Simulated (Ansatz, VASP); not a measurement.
Two plane-wave programs on AlN

```
CELL_PARAMETERS angstrom
-3.13024 0.00000 0.00000
0.00000 5.42173 0.00000
1.56512 -2.71087 -5.01798
ATOMIC_POSITIONS crystal
Al 0.99868 0.33723 0.99736
Al 0.49959 0.82771 0.99918
Al 0.24765 0.91440 0.49531
Al 0.75062 0.41720 0.50124
N 0.82373 0.15555 0.64747
N 0.29299 0.62785 0.58599
N 0.05836 0.66970 0.11673
N 0.55836 0.28036 0.11673
```

Change from the starting cell: mode 23 (707.6 1/cm) frozen in, largest displacement -0.300 Å.

Alike in both runs: task single point; functional PBE; k mesh 8 × 8 × 8; occupations gaussian, width 0.05 eV; no spin polarisation.

|  | VASP | Ansatz |
| --- | --- | --- |
| version | VASP 6.6.1 | Ansatz 0.2.0 |
| potentials or method | VASP PAW PBE potentials, release 64 (Al, N), cutoff 520 eV | scalar-relativistic, plane waves, PAW |
| valence electrons in the cell | 32 | 32 |

```csv
,VASP,Ansatz,Ansatz less VASP
gap on the k mesh at the Fermi level (eV),3.26,3.25,-0.002
least direct gap on the mesh (eV),3.26,3.25,-0.002
pressure (GPa),10.0,10.1,+0.08
"traceless stress, the component that is largest in VASP (GPa)",-6.80,-6.73,+0.070
rms of the force components (eV/Å),3.254,3.235,-0.0195
```

Atom by atom the forces differ by 0.021 eV/Å (rms over components).
